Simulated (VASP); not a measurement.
# KAl12 in VASP: a series of runs

Runs on KAl12. Level: PBE. Tasks: single point.

All numbers are computed with VASP 6.6.1; they aren't measurements. Logs are shortened: lines on timing, memory, paths and dates and some standing lists are left out, and cuts for length are marked.

## (1) The cell of the first run

The cell holds a slab with vacuum, 13 atoms: a = 5.728 Å, b = 5.728 Å, c = 15.677 Å, α = 90.00°, β = 90.00°, γ = 60.00°.

## (2) Single point, PBE

Contents of INCAR:

```
SYSTEM = KAl12
  ALGO = Normal
  EDIFF = 1E-6
  ENCUT = 520
  GGA = PE
  ISIF = 2
  ISMEAR = 0
  LASPH = .TRUE.
  LCHARG = .FALSE.
  LREAL = .FALSE.
  LWAVE = .FALSE.
  NBANDS = 34
  NELM = 60
  PREC = Accurate
  SIGMA = 0.1
```

Contents of KPOINTS:

```
k-points
0
G
  3 3 1
  0 0 0
```

Contents of POSCAR:

```
KAl12
1.0
    5.7275650000      0.0000000000      0.0000000000
    2.8637820000      4.9602170000      0.0000000000
    0.0000000000      0.0000000000     15.6765370000
Al K
12 1
Direct
    0.1666666208      0.1666667003      0.0637895984
    0.6666667081      0.1666667003      0.0637895984
    0.1666666712      0.6666665995      0.0637895984
    0.6666667585      0.6666665995      0.0637895984
   -0.1687418010      0.3335235132      0.2157512849
    0.3347614972      0.3339851865      0.2147679682
   -0.1666591471      0.8333885393      0.2130170075
    0.3338742367      0.8313777401      0.2153032267
    0.0025188632      0.0026912129      0.3647855391
    0.4942927082      0.0038310824      0.3632468701
    0.0041885043      0.4934509922      0.3620234494
    0.5018519151      0.5004073410      0.3716989281
    0.8260575218     -0.1914392052      0.5501414630
```

Potentials or basis: VASP PAW PBE potentials, release 64 (Al, K_sv).

Command:

```bash
cat potpaw_PBE.64/Al/POTCAR potpaw_PBE.64/K_sv/POTCAR > POTCAR
mpirun -np 1 vasp_std > vasp.out
```

OUTCAR:

```text
SYSTEM = KAl12
   EDIFF = 1E-6
   ENCUT = 520
   GGA = PE
   ISIF = 2
   ISMEAR = 0
   LASPH = .TRUE.
   LREAL = .FALSE.
   NELM = 60
   PREC = Accurate

 ion  position               nearest neighbor table
   1  0.167  0.167  0.064-   2 2.86   4 2.86   3 2.86   3 2.86   2 2.86   4 2.86   6 2.89   8 2.90
                             5 2.91
   2  0.667  0.167  0.064-   1 2.86   4 2.86   3 2.86   3 2.86   4 2.86   1 2.86   7 2.86   6 2.88
                             5 2.89
   3  0.167  0.667  0.064-   4 2.86   1 2.86   2 2.86   2 2.86   1 2.86   4 2.86   7 2.86   6 2.89
                             8 2.89
   4  0.667  0.667  0.064-   3 2.86   1 2.86   2 2.86   2 2.86   3 2.86   1 2.86   7 2.86   8 2.89
                             5 2.90
   5  0.831  0.334  0.216-  11 2.83   6 2.84   8 2.85   9 2.86   7 2.86   7 2.87   8 2.88   6 2.89
                             2 2.89   4 2.90   1 2.91  12 2.94
   6  0.335  0.334  0.215-  11 2.83   5 2.84  10 2.85   8 2.85   7 2.86   7 2.87   8 2.88   2 2.88
                             5 2.89   3 2.89   1 2.89  12 2.96
   7  0.833  0.833  0.213-   5 2.86   8 2.86   6 2.86   2 2.86   3 2.86   4 2.86   6 2.87   8 2.87
                             5 2.87  11 2.88  10 2.89   9 2.91
   8  0.334  0.831  0.215-   6 2.85  10 2.85   5 2.85   7 2.86   9 2.86   7 2.87   5 2.88   6 2.88
                             3 2.89   4 2.89   1 2.90  12 2.95
   9  0.003  0.003  0.365-  11 2.82  10 2.82   5 2.86  12 2.86   8 2.86  12 2.87  10 2.91   7 2.91
                            11 2.91  13 3.44
  10  0.494  0.004  0.363-  11 2.81   9 2.82   6 2.85   8 2.85  12 2.87  12 2.87   7 2.89   9 2.91
                            11 2.92  13 3.36
  11  0.004  0.493  0.362-  10 2.81   9 2.82   5 2.83   6 2.83  12 2.86  12 2.87   7 2.88   9 2.91
                            10 2.92  13 3.34
  12  0.502  0.500  0.372-   9 2.86  11 2.86  10 2.87  10 2.87   9 2.87  11 2.87   5 2.94   8 2.95
                             6 2.96
  13  0.826  0.809  0.550-  11 3.34  10 3.36   9 3.44

  LATTYP: Found a hexagonal cell.
 ALAT       =     5.7275649303
 C/A-ratio  =     2.7370334847

  Lattice vectors:

 A1 = (  -2.8637820000,  -4.9602170000,   0.0000000000)
 A2 = (   5.7275650000,   0.0000000000,   0.0000000000)
 A3 = (   0.0000000000,   0.0000000000,  15.6765370000)

Analysis of symmetry for initial positions (statically):
=====================================================================
 Subroutine PRICEL returns:
 Original cell was already a primitive cell.

 Routine SETGRP: Setting up the symmetry group for a
 hexagonal supercell.

 Subroutine GETGRP returns: Found  1 space group operations
 (whereof  1 operations were pure point group operations)
 out of a pool of 24 trial point group operations.

The static configuration has the point symmetry C_1 .

Analysis of symmetry for dynamics (positions and initial velocities):
=====================================================================
 Subroutine PRICEL returns:
 Original cell was already a primitive cell.

 Routine SETGRP: Setting up the symmetry group for a
 hexagonal supercell.

 Subroutine GETGRP returns: Found  1 space group operations
 (whereof  1 operations were pure point group operations)
 out of a pool of 24 trial point group operations.

The dynamic configuration has the point symmetry C_1 .

 Subroutine INISYM returns: Found  1 space group operations
 (whereof  1 operations are pure point group operations),
 and found     1 'primitive' translations

----------------------------------------------------------------------------------------

                                     Primitive cell

  volume of cell :     445.3699

  direct lattice vectors                    reciprocal lattice vectors
     5.727565000  0.000000000  0.000000000     0.174594265 -0.100802024  0.000000000
     2.863782000  4.960217000  0.000000000     0.000000000  0.201604083  0.000000000
     0.000000000  0.000000000 15.676537000     0.000000000  0.000000000  0.063789598

  length of vectors
     5.727565000  5.727564930 15.676537000     0.201604081  0.201604083  0.063789598

  position of ions in fractional coordinates (direct lattice)
     0.166666621  0.166666700  0.063789598
     0.666666708  0.166666700  0.063789598
     0.166666671  0.666666599  0.063789598
     0.666666758  0.666666599  0.063789598
     0.831258199  0.333523513  0.215751285
     0.334761497  0.333985187  0.214767968
     0.833340853  0.833388539  0.213017007
     0.333874237  0.831377740  0.215303227
     0.002518863  0.002691213  0.364785539
     0.494292708  0.003831082  0.363246870
     0.004188504  0.493450992  0.362023449
     0.501851915  0.500407341  0.371698928
     0.826057522  0.808560795  0.550141463

  ion indices of the primitive-cell ions
   primitive index   ion index
                 1           1
                 2           2
                 3           3
                 4           4
                 5           5
                 6           6
                 7           7
                 8           8
                 9           9
                10          10
                11          11
                12          12
                13          13

----------------------------------------------------------------------------------------

 KPOINTS: k-points

Automatic generation of k-mesh.
 Grid dimensions read from file:
 generate k-points for:    3    3    1

 Generating k-lattice:

  Cartesian coordinates                     Fractional coordinates (reciprocal lattice)
     0.058198088 -0.033600675  0.000000000     0.333333333  0.000000000  0.000000000
     0.000000000  0.067201361  0.000000000     0.000000000  0.333333333  0.000000000
     0.000000000  0.000000000  0.063789598     0.000000000  0.000000000  1.000000000

  Length of vectors
     0.067201360  0.067201361  0.063789598

  Shift w.r.t. Gamma in fractional coordinates (k-lattice)
     0.000000000  0.000000000  0.000000000

 Subroutine IBZKPT returns following result:
 ===========================================

 Found      5 irreducible k-points:

 Following reciprocal coordinates:
            Coordinates               Weight
  0.000000  0.000000  0.000000      1.000000
  0.333333  0.000000  0.000000      2.000000
  0.333333  0.333333  0.000000      2.000000
  0.000000  0.333333  0.000000      2.000000
 -0.333333  0.333333  0.000000      2.000000
   k-points           NKPTS =      5   k-points in BZ     NKDIM =      5   number of bands    NBANDS=     34
   number of dos      NEDOS =    301   number of ions     NIONS =     13
   total plane-waves  NPLWV = 276480
   dimension x,y,z NGX =    48 NGY =   48 NGZ =  120
   dimension x,y,z NGXF=    96 NGYF=   96 NGZF=  240
   ions per type =              12   1
   NGX,Y,Z   is equivalent  to a cutoff of  13.93, 13.93, 12.73 a.u.
   NGXF,Y,Z  is equivalent  to a cutoff of  27.86, 27.86, 25.45 a.u.
 SYSTEM =  KAl12
   PREC   = accura    normal or accurate (medium, high low for compatibility)
   ISTART =      0    job   : 0-new  1-cont  2-samecut
   ICHARG =      2    charge: 1-file 2-atom 10-const
   ISPIN  =      1    spin polarized calculation?
   LNONCOLLINEAR =      F non collinear calculations
   LSORBIT =      F    spin-orbit coupling
   LASPH  =      T    aspherical Exc in radial PAW
   ENCUT  =  520.0 eV  38.22 Ry    6.18 a.u.  10.65 10.65 29.15*2*pi/ulx,y,z
   NELM   =     60;   NELMIN=  2; NELMDL= -5     # of ELM steps
   EDIFF  = 0.1E-05   stopping-criterion for ELM
   LREAL  =      F    real-space projection
   EDIFFG = 0.1E-04   stopping-criterion for IOM
   NSW    =      0    number of steps for IOM
   IBRION =     -1    ionic relax: 0-MD 1-quasi-New 2-CG
   NFREE  =      0    steps in history (QN), initial steepest desc. (CG)
   ISIF   =      2    stress and relaxation
   ISYM   =      2    0-nonsym 1-usesym 2-fastsym
   POTIM  = 0.5000    time-step for ionic-motion
   TEBEG  =    0.0;   TEEND  =   0.0 temperature during run
   PSTRESS=    0.0 pullay stress
   NELECT =      45.0000    total number of electrons
   NUPDOWN=      -1.0000    fix difference up-down
   EMIN   =  10.00;   EMAX   =-10.00  energy-range for DOS
   EFERMI =   0.00;   METHOD = LEGACY
   ISMEAR =     0;   SIGMA  =   0.10  broadening in eV -4-tet -1-fermi 0-gaus
   EFERMI_NEDOS =   21; number of points for ismear=-14 and -15
   IALGO  =     38    algorithm
   IMIX   =      4    mixing-type and parameters
     AMIX     =   0.40;   BMIX     =  1.00
     AMIX_MAG =   1.60;   BMIX_MAG =  1.00
  volume/ion in A,a.u.               =      34.26       231.19
  Fermi-wavevector in a.u.,A,eV,Ry     =   0.762498  1.440912  7.910471  0.581403
  Thomas-Fermi vector in A             =   1.861972
   LORBIT       =      0    0 simple, 1 ext, 2 COOP (PROOUT), +10 PAW based schemes
   GGA     = PE    functional components
   LHFCALC =     F    Hartree Fock is set to
   AEXX    =    0.0000 exact exchange contribution
   IVDW    =     0    specifies the selected vdW correction
   LEPSILON=     F    determine dielectric tensor
   LRPA    =     F    only Hartree local field effects (RPA)
 non-spin polarized calculation
 Gauss-broadening in eV      SIGMA  =   0.10
  energy-cutoff  :      520.00
  volume of cell :      445.37
 maximum number of plane-waves:     12018
 NGX is ok and might be reduce to    42
   NGX = 21   NGY = 21   NGZ = 59

 number of electron      44.9999999 magnetization

 Free energy of the ion-electron system (eV)
  ---------------------------------------------------
  ext. energy  EPLUGINS =         0.00000000
  ---------------------------------------------------
  free energy    TOTEN  =       -43.93105355 eV

  energy without entropy =      -43.89288182  energy(sigma->0) =      -43.91196769

 E-fermi :   2.4215     XC(G=0):  -6.3821

 val. band max:        2.3241867915   @ k =   0.0000   0.0000   0.0000
 cond. band min:       2.5433666776   @ k =   0.3333   0.3333   0.0000
 fundamental gap:      0.2191798861
 Fermi energy:         2.4214556151

 k-point     1 :       0.0000    0.0000    0.0000
  band No.  band energies     occupation
      1     -29.9679      2.00000
      2     -13.4658      2.00000
      3     -13.4611      2.00000
      4     -13.4514      2.00000
      5      -7.8177      2.00000
      6      -6.0989      2.00000
[... 26 lines left out ...]
     33       4.9064      0.00000
     34       5.0125      0.00000

 k-point     2 :       0.3333    0.0000    0.0000
  band No.  band energies     occupation
      1     -29.9678      2.00000
      2     -13.4690      2.00000
      3     -13.4628      2.00000
      4     -13.4507      2.00000
      5      -7.1529      2.00000
      6      -5.4411      2.00000
[... 26 lines left out ...]
     33       4.8325      0.00000
     34       5.0583      0.00000

 k-point     3 :       0.3333    0.3333    0.0000
  band No.  band energies     occupation
      1     -29.9678      2.00000
      2     -13.4669      2.00000
      3     -13.4649      2.00000
      4     -13.4507      2.00000
      5      -7.1530      2.00000
      6      -5.4424      2.00000
[... 26 lines left out ...]
     33       4.8260      0.00000
     34       5.0517      0.00000

 k-point     4 :       0.0000    0.3333    0.0000
  band No.  band energies     occupation
      1     -29.9678      2.00000
      2     -13.4694      2.00000
      3     -13.4624      2.00000
      4     -13.4507      2.00000
      5      -7.1530      2.00000
      6      -5.4418      2.00000
[... 26 lines left out ...]
     33       4.8346      0.00000
     34       5.0628      0.00000

 k-point     5 :      -0.3333    0.3333    0.0000
  band No.  band energies     occupation
      1     -29.9678      2.00000
      2     -13.4695      2.00000
      3     -13.4648      2.00000
      4     -13.4503      2.00000
      5      -5.8596      2.00000
      6      -5.8282      2.00000
[... 26 lines left out ...]
     33       5.4751      0.00000
     34       5.4990      0.00000

------------------------ aborting loop because EDIFF is reached ----------------------------------------

  FORCE on cell =-STRESS in cart. coord.  units (eV):
  Direction    XX          YY          ZZ          XY          YZ          ZX
  --------------------------------------------------------------------------------------
  -------------------------------------------------------------------------------------
  Total       -3.3373144     -3.2456912     -0.6197084     -0.0542427      0.0182178      0.0123997
  in kB      -12.0056829    -11.6760770     -2.2293441     -0.1951330      0.0655369      0.0446067
  external PRESSURE =      -8.6370346 kB  Pullay stress =       0.0000000 kB

 VOLUME and BASIS-vectors are now :
 -----------------------------------------------------------------------------
  energy-cutoff  :      520.00
  volume of cell :      445.37
      direct lattice vectors                 reciprocal lattice vectors
     5.727565000  0.000000000  0.000000000     0.174594265 -0.100802024  0.000000000
     2.863782000  4.960217000  0.000000000     0.000000000  0.201604083  0.000000000
     0.000000000  0.000000000 15.676537000     0.000000000  0.000000000  0.063789598

 POSITION                                       TOTAL-FORCE (eV/Angst)
 -----------------------------------------------------------------------------------
      1.43189      0.82670      1.00000         0.000744     -0.014415     -0.037450
      4.29567      0.82670      1.00000        -0.000589      0.000190      0.020096
      2.86378      3.30681      1.00000         0.011179      0.005638      0.019251
      5.72757      3.30681      1.00000        -0.012337      0.005966      0.013454
      5.71622      1.65435      3.38223         0.000725     -0.000222     -0.013574
      2.87383      1.65664      3.36682        -0.000265     -0.000150     -0.006628
      7.15966      4.13379      3.33937         0.000644     -0.000815     -0.004534
      4.29317      4.12381      3.37521         0.000618      0.000267      0.000019
      0.02213      0.01335      5.71857        -0.000976     -0.006779      0.003797
      2.84207      0.01900      5.69445         0.003088     -0.007045     -0.008629
      1.43713      2.44762      5.67527         0.000757      0.009994      0.024358
      4.30745      2.48213      5.82695        -0.007972      0.006014      0.004513
      7.04684      4.01064      8.62431         0.004385      0.001358     -0.014674
 -----------------------------------------------------------------------------------
    total drift:                               -0.000019      0.000094      0.000190

  FREE ENERGIE OF THE ION-ELECTRON SYSTEM (eV)
  ---------------------------------------------------
  free  energy   TOTEN  =       -43.9310535517 eV

  energy  without entropy=      -43.8928818220  energy(sigma->0) =      -43.91196769
```

Wall time 84 s (1 thread of Intel Xeon 6975P-C (Granite Rapids), shared host); peak memory 0.61 GiB.

What came out:

* Free energy: -43.9311 eV
* Largest force: 0.040 eV/Å

Forces in eV/Å, atoms in the order of the input:
```
Al   0.001 -0.014 -0.037
Al  -0.001  0.000  0.020
Al   0.011  0.006  0.019
Al  -0.012  0.006  0.013
Al   0.001  0.000 -0.014
Al   0.000  0.000 -0.007
Al   0.001 -0.001 -0.005
Al   0.001  0.000  0.000
Al  -0.001 -0.007  0.004
Al   0.003 -0.007 -0.009
Al   0.001  0.010  0.024
Al  -0.008  0.006  0.005
K    0.004  0.001 -0.015
```

Levels at points of the mesh, in eV from the Fermi level:
```
           k point  band 18  band 19  band 20  band 21  band 22  band 23  band 24  band 25  band 26  band 27
(0.00, 0.00, 0.00)    -2.46    -2.44    -2.43    -0.56    -0.38    -0.37    -0.33    -0.14    -0.13    -0.10
```

Caveat: the k points lie up to 0.42 Å⁻¹ apart.

## (3) Single point, PBE

Contents of INCAR:

```
ALGO = Normal ; EDIFF = 1E-6
ENCUT = 520 ; GGA = PE
ISIF = 2 ; ISMEAR = 0
LASPH = True ; LCHARG = False
LREAL = False ; LWAVE = False
NBANDS = 34 ; NELM = 80
PREC = Accurate ; SIGMA = 0.1
```

Contents of KPOINTS:

```
k-points
0
Gamma
  3 3 1
```

Contents of POSCAR:

```
KAl12
1.0
    5.7275650000      0.0000000000      0.0000000000
    2.8637820000      4.9602170000      0.0000000000
    0.0000000000      0.0000000000     15.6765370000
Al K
12 1
Direct
    0.1666666208      0.1666667003      0.0637895984
    0.6666667081      0.1666667003      0.0637895984
    0.1666666712      0.6666665995      0.0637895984
    0.6666667585      0.6666665995      0.0637895984
   -0.1680197672      0.3339249069      0.2140186956
    0.3362394560      0.3323376780      0.2153127314
   -0.1664786039      0.8333179778      0.2132125226
    0.3364280104      0.8312593985      0.2163070198
    0.0021038816      0.0043197707      0.3618959978
    0.4976092858      0.0009304028      0.3675791407
    0.0018459952      0.4937725507      0.3616160891
    0.4968026069      0.5023366921      0.3710990508
    0.9335073427     -0.2192488756      0.5496820503
```

Potentials or basis: VASP PAW PBE potentials, release 64 (Al, K_sv).

Command:

```bash
cat potpaw_PBE.64/Al/POTCAR potpaw_PBE.64/K_sv/POTCAR > POTCAR
mpirun -np 1 vasp_std > vasp.out
```

It took 78 s on 1 thread of Intel Xeon 6975P-C (Granite Rapids), shared host; peak memory 0.61 GiB.

It converged, with:

| Item | Value |
| --- | --- |
| Free energy | -43.9283 eV |
| Largest force | 0.042 eV/Å |

Forces in eV/Å, atoms in the order of the input:
```
Al   0.027 -0.004 -0.032
Al  -0.022  0.001  0.022
Al   0.006 -0.015  0.002
Al  -0.003  0.013  0.020
Al   0.001  0.000  0.005
Al   0.000  0.000  0.003
Al   0.001 -0.001 -0.001
Al   0.000  0.000 -0.010
Al  -0.003  0.006 -0.003
Al   0.003  0.004 -0.003
Al  -0.001 -0.004 -0.010
Al   0.000 -0.006  0.000
K   -0.009  0.006  0.007
```

Levels at points of the mesh, in eV from the Fermi level:
| k point | band 18 | band 19 | band 20 | band 21 | band 22 | band 23 | band 24 | band 25 | band 26 | band 27 |
| --- | --- | --- | --- | --- | --- | --- | --- | --- | --- | --- |
| (0.00, 0.00, 0.00) | -2.45 | -2.44 | -2.43 | -0.56 | -0.38 | -0.37 | -0.34 | -0.16 | -0.13 | -0.10 |

Caveat: the k points lie up to 0.42 Å⁻¹ apart.

[end of part 1 of 2]
